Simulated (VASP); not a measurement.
**Nb: single point with LDA**

Nb:

```xyz
2
Lattice="2.6733 0.0000 0.0000 -1.3367 2.3152 0.0000 0.0000 0.0000 4.8446" Properties=species:S:1:pos:R:3 pbc="T T T"
Nb    0.0000    1.5434    1.2112
Nb    1.3367    0.7717    3.6335
```

This cell differs from its parent crystal: volume scaled by 0.85.

```yaml
Program: VASP 6.6.1
Task: single point
Functional: LDA
Potentials_or_basis: VASP PAW LDA potentials, release 64 (Nb_sv)
Cutoff: 520 eV
k_mesh: 15 × 15 × 8
Occupations: fermi-dirac, width 0.05 eV
Spin: no spin polarisation
Dipole_correction: no
Further_INCAR_settings: ALGO = Normal; EDIFF = 1e-07; NBANDS = 20
```

- Pressure: 39.2 GPa
- Band gap on the k mesh: zero (band 13 reaches 16.75 eV, above the bottom of band 14 at 13.16 eV)

Stress tensor (GPa, compression positive):
```
39.28  0.00  0.00
 0.00 39.28  0.00
 0.00  0.00 39.14
```

Levels at points of the mesh, in eV from the Fermi level:
```tsv
k point	band 10	band 11	band 12	band 13	band 14	band 15	band 16	band 17
(0.00, 0.00, 0.00)	-4.56	-1.43	0.12	0.12	0.74	0.74	1.47	3.01
(0.00, 0.00, 0.50)	-4.70	-1.48	-1.48	0.19	0.19	0.19	0.19	4.59
```

Wall time 2.4 min on 1 thread of AMD EPYC 7571, on a shared host, peak memory 0.14 GiB.
